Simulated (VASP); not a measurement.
AgCl: single point with B3LYP

Crystal: AgCl.

```
CELL_PARAMETERS angstrom
3.43397 0.00000 0.00000
0.00000 3.43397 0.00000
0.00000 0.00000 3.43397
ATOMIC_POSITIONS crystal
Ag 0.00000 0.00000 0.00000
Cl 0.50000 0.50000 0.50000
```

| Property | Result |
| --- | --- |
| Program | VASP 6.6.1 |
| Task | single point |
| Functional | B3LYP |
| Potentials or basis | VASP PAW PBE potentials, release 64 (Ag, Cl) |
| Cutoff | 400 eV |
| k mesh | 2 × 2 × 2 |
| Occupations | fermi-dirac, width 0.3 eV |
| Spin | no spin polarisation |
| Dipole correction | no |
| Grid for exact exchange (PRECFOCK) | Normal |
| Further INCAR settings | ALGO = Normal; EDIFF = 1e-06; NBANDS = 16 |
| Share of exact exchange | 0.2 |

* Pressure: 8.3 GPa
* Band gap on the k mesh: 2.28 eV (least direct gap 3.63 eV)

Levels at points of the mesh, in eV from the valence-band top:
```csv
k point,band 6,band 7,band 8,band 9,band 10,band 11,band 12,band 13
"(0.00, 0.00, 0.00)",-2.60,-1.35,-1.35,-1.35,2.28,11.43,11.43,15.68
"(0.50, 0.00, 0.00)",-2.55,-2.05,0.00,0.00,6.78,7.43,11.45,11.91
"(0.50, 0.50, 0.00)",-2.87,-2.86,-2.27,-0.69,4.41,10.93,10.93,12.68
"(0.50, 0.50, 0.50)",-2.24,-0.41,-0.41,-0.41,6.54,6.54,6.54,8.56
```

It took 30 s on 1 thread of AMD EPYC 7R43 64-Core Processor (Zen 3) (shared host), peak memory 0.1 GiB.

Caveat: the k points lie up to 0.91 Å⁻¹ apart; the PAW data sets were made with another functional, which shifts forces and pressure a little. A k mesh can miss the band edges.
